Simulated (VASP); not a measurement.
Write the native input for VASP 6.6.1 that does the following.

| Item | Value |
| --- | --- |
| Task | single point |
| Functional | r2SCAN |
| Potentials or basis | VASP PAW PBE potentials, release 64 (Ti_sv, O) |
| Cutoff | 520 eV |
| k mesh | 6 × 6 × 6 |
| Occupations | gaussian, width 0.05 eV |
| Spin | no spin polarisation |
| Dipole correction | no |
| Further INCAR settings | ALGO = Normal; EDIFF = 1e-06; NBANDS = 33 |

TiO2:

```xyz
6
Lattice="2.5910 -2.6713 -0.0202 2.5910 2.6713 -0.0202 -2.5563 0.0000 4.8120" Properties=species:S:1:pos:R:3 pbc="T T T"
Ti    1.9520    2.0036    1.1828
Ti    0.6738   -2.0036    3.5889
O    -0.6247   -0.6679    3.1895
O     3.2505    0.6679    1.5823
O     1.9723   -0.6679    3.9883
O     0.6534    0.6679    0.7834
```

This cell differs from its parent crystal: strain -0.0300 x Voigt [1, 0, 0, 0, 0, 0].

These files were run (other wordings do the same):

POSCAR

```
TiO2
1.0
    2.5910252390     -2.6712510909     -0.0201684190
    2.5910252390      2.6712510909     -0.0201684190
   -2.5562811318      0.0000000000      4.8120473783
Ti O
2 4
Direct
    0.1249747467      0.8750252533      0.2500000000
    0.8750252533      0.1249747467      0.7500000000
    0.3322819419      0.0822483592      0.6645446501
    0.6677180581      0.9177516408      0.3354553499
    0.9177516408      0.6677180581      0.8354553499
    0.0822483592      0.3322819419      0.1645446501
```

INCAR.step1

```
ALGO     = Normal         # electronic algorithm
EDIFF    = 1E-4           # SCF threshold, eV
ENCUT    = 520            # plane-wave cutoff, eV
GGA      = PE             # functional
ISMEAR   = 0              # smearing method
LASPH    = T              # aspherical terms in the spheres
LCHARG   = F              # write CHGCAR
LREAL    = F              # projectors in reciprocal space
LWAVE    = T              # write WAVECAR
NBANDS   = 33             # bands
NELM     = 60             # most SCF steps
PREC     = Accurate       # precision mode
SIGMA    = 0.05           # smearing width, eV
```

INCAR.step2

```
ALGO     = Normal         # electronic algorithm
EDIFF    = 1E-6           # SCF threshold, eV
ENCUT    = 520            # plane-wave cutoff, eV
ISIF     = 2              # what is computed and relaxed
ISMEAR   = 0              # smearing method
ISTART   = 1            
LASPH    = T              # aspherical terms in the spheres
LCHARG   = F              # write CHGCAR
LMIXTAU  = T            
LREAL    = F              # projectors in reciprocal space
LWAVE    = F              # write WAVECAR
METAGGA  = R2SCAN         # meta-GGA
NBANDS   = 33             # bands
NELM     = 60             # most SCF steps
PREC     = Accurate       # precision mode
SIGMA    = 0.05           # smearing width, eV
```

KPOINTS

```
k-points
0
Gamma
  6 6 6
```

Potentials or basis: VASP PAW PBE potentials, release 64 (Ti_sv, O).

Run with:

```bash
$ cat potpaw_PBE.64/Ti_sv/POTCAR potpaw_PBE.64/O/POTCAR > POTCAR
$ cp INCAR.step1 INCAR
$ mpirun -np 1 vasp_std > vasp.out
$ cp INCAR.step2 INCAR
$ mpirun -np 1 vasp_std > vasp.out
```

Results of the run:

The pressure is 8.7 GPa. The largest force is 0.018 eV/Å and the band gap on the k mesh is 2.69 eV (least direct gap 2.97 eV).

Caveat: the cell differs from its parent crystal (strain -0.0300 x Voigt [1, 0, 0, 0, 0, 0]); the stress differs along the axes, from 6 to 12 GPa; the PAW data sets were made with another functional, which shifts forces and pressure a little.

Run time: 4.3 min on 1 thread of Intel(R) Xeon(R) 6975P-C (Granite Rapids), on a shared host, peak memory 0.26 GiB.
